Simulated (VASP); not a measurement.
A run of VASP 6.6.1:

File INCAR:

```
SYSTEM = B5Pt
ALGO = Normal
EDIFF = 1E-6
EDIFFG = -0.04
ENCUT = 600
GGA = PE
IBRION = 2
ISIF = 3
ISMEAR = 0
LASPH = .TRUE.
LCHARG = .FALSE.
LREAL = .FALSE.
LWAVE = .FALSE.
NELM = 100
NSW = 90
PREC = Accurate
SIGMA = 0.1
```

Contents of KPOINTS:

```
k-points
0
G
  6 6 4
  0 0 0
```

File POSCAR:

```
B5Pt
1.0
    4.3700370200      0.0000000000      0.0000000000
   -2.1850185100      3.7845630700      0.0000000000
    0.0000000000      0.0000000000      3.8926981000
B Pt
5 1
Direct
    0.3333333300      0.6666666700      0.5000000000
    0.6666666700      0.3333333300      0.5000000000
    0.5000000000      0.0000000000      0.5000000000
    0.0000000000      0.5000000000      0.5000000000
    0.5000000000      0.5000000000      0.5000000000
    0.0000000000      0.0000000000      0.0000000000
```

Potentials or basis: VASP PAW PBE potentials, release 64 (B, Pt).

Run with:

```sh
$ cat potpaw_PBE.64/B/POTCAR potpaw_PBE.64/Pt/POTCAR > POTCAR
$ mpirun -np 1 vasp_std > vasp.out
```

Hardware: 1 thread of Intel Xeon 6975P-C, on a shared host.

Task: Estimate the wall time of this run.

Result: Wall time 7.5 min on 1 thread of Intel Xeon 6975P-C (shared host), peak memory 0.22 GiB. Counts: scf iterations 216, k points 21, ion steps 22.
